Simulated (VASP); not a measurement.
A run of VASP 6.6.1 is set up as follows.

Contents of INCAR:

```
PREC     = Accurate       # precision mode
ENCUT    = 520            # plane-wave cutoff, eV
EDIFF    = 1E-6           # SCF threshold, eV
ISMEAR   = 0              # smearing method
SIGMA    = 0.05           # smearing width, eV
LREAL    = False          # projectors in reciprocal space
LASPH    = True           # aspherical terms in the spheres
NELM     = 60             # most SCF steps
ALGO     = Normal         # electronic algorithm
ISIF     = 2              # what is computed and relaxed
LWAVE    = False          # write WAVECAR
LCHARG   = False          # write CHGCAR
GGA      = B5             # functional
ALDAX    = 1.0          
AGGAX    = 1.0          
AGGAC    = 1.0          
ALDAC    = 0.0          
IVDW     = 12             # dispersion correction
VDW_S6   = 1.0          
VDW_S8   = 2.6996       
VDW_A1   = 0.4298       
VDW_A2   = 4.2359       
NBANDS   = 17             # bands
```

Contents of KPOINTS:

```
regular mesh
0
Gamma
  6 6 6
```

Contents of POSCAR:

```
PbSe
1.0
    0.0000000000      3.0368263550      3.0368263550
    3.0368263550      0.0000000000      3.0368263550
    3.0368263550      3.0368263550      0.0000000000
Pb Se
1 1
Direct
    0.5000000000      0.5000000000      0.5000000000
    0.0000000000      0.0000000000      0.0000000000
```

Potentials or basis: VASP PAW PBE potentials, release 64 (Pb_d, Se).

Command:

```sh
$ cat potpaw_PBE.64/Pb_d/POTCAR potpaw_PBE.64/Se/POTCAR > POTCAR
$ mpirun -np 1 vasp_std > vasp.out
```

Q: What does it give for the pressure?

A: 2.5 GPa.

Q: Estimate the band gap on the k mesh.

A: 0.32 eV, direct.

Caveat: the PAW data sets were made with another functional, which shifts forces and pressure a little; spin-orbit coupling is left out, which moves the levels of the heavy elements. A k mesh can miss the band edges.
